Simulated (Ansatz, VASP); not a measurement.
# SiNi: VASP beside Ansatz

Contents of INCAR:

```
ALGO     = Normal         # electronic algorithm
EDIFF    = 1E-6           # SCF threshold, eV
ENCUT    = 520            # plane-wave cutoff, eV
GGA      = PS             # functional
ISIF     = 2              # what is computed and relaxed
ISMEAR   = 0              # smearing method
LASPH    = T              # aspherical terms in the spheres
LCHARG   = F              # write CHGCAR
LREAL    = F              # projectors in reciprocal space
LWAVE    = F              # write WAVECAR
NBANDS   = 38             # bands
NELM     = 80             # most SCF steps
PREC     = Accurate       # precision mode
SIGMA    = 0.15           # smearing width, eV
```

The input KPOINTS:

```
k-points
0
Gamma
  10 10 10
```

Contents of POSCAR:

```
SiNi
1.0
    4.8254151678      0.0000000000      0.0000000000
    0.0000000000      4.8254151678      0.0000000000
    0.0000000000      0.0000000000      4.8254151678
Si Ni
4 4
Direct
    0.8464645187      0.8464645187      0.8464645187
    0.6535354813      0.1535354813      0.3464645187
    0.3464645187      0.6535354813      0.1535354813
    0.1535354813      0.3464645187      0.6535354813
    0.1489904732      0.1489904732      0.1489904732
    0.3510095268      0.8510095268      0.6489904732
    0.6489904732      0.3510095268      0.8510095268
    0.8510095268      0.6489904732      0.3510095268
```

Input for Ansatz:

```yaml
crystal:
  lattice:
    - [4.8254151678, 0.0, 0.0]
    - [0.0, 4.8254151678, 0.0]
    - [0.0, 0.0, 4.8254151678]
  atoms:
    - { symbol: Si, position: [0.8464645187, 0.8464645187, 0.8464645187] }
    - { symbol: Si, position: [0.6535354813, 0.1535354813, 0.3464645187] }
    - { symbol: Si, position: [0.3464645187, 0.6535354813, 0.1535354813] }
    - { symbol: Si, position: [0.1535354813, 0.3464645187, 0.6535354813] }
    - { symbol: Ni, position: [0.1489904732, 0.1489904732, 0.1489904732] }
    - { symbol: Ni, position: [0.3510095268, 0.8510095268, 0.6489904732] }
    - { symbol: Ni, position: [0.6489904732, 0.3510095268, 0.8510095268] }
    - { symbol: Ni, position: [0.8510095268, 0.6489904732, 0.3510095268] }
basis:
  ecutwfc: 420
kpoints:
  mp_grid: { grid: [10, 10, 10] }
hamiltonian:
  xc: pbesol
scf:
  occupations: { method: gaussian, width: 0.15 }
output:
  forces: true
  stress: true
  eigenvalues: true
```

Change from the starting cell: strain +0.080 along x and y, +0.080 along z, atoms carried along.

Alike in both runs: task single point; functional PBEsol; k mesh 10 × 10 × 10; occupations gaussian, width 0.15 eV; no spin polarisation.

|  | VASP | Ansatz |
| --- | --- | --- |
| version | VASP 6.6.1 | Ansatz 0.2.0 |
| potentials or method | VASP PAW PBE potentials, release 64 (Si, Ni), cutoff 520 eV | scalar-relativistic, plane waves, PAW |
| valence electrons in the cell | 56 | 88 |

Ansatz gave:

| Quantity | Value |
| --- | --- |
| gap on the k mesh at the Fermi level (eV) | none |
| pressure (GPa) | -26.7 |
| rms of the force components (eV/Å) | 0.059 |

**Question.** Which values does VASP return?

**Answer.** gap on the k mesh at the Fermi level (eV): none; pressure (GPa): -26.4; rms of the force components (eV/Å): 0.059.

VASP's potentials were made for PBE, not for PBEsol. Atom by atom the forces differ by 0.002 eV/Å (rms over components). A gap of «none» marks a metal or a gap that the smearing closes. VASP's potentials hold 56 valence electrons a cell and Ansatz's 88, so a difference there can come from the potentials and not from the codes.
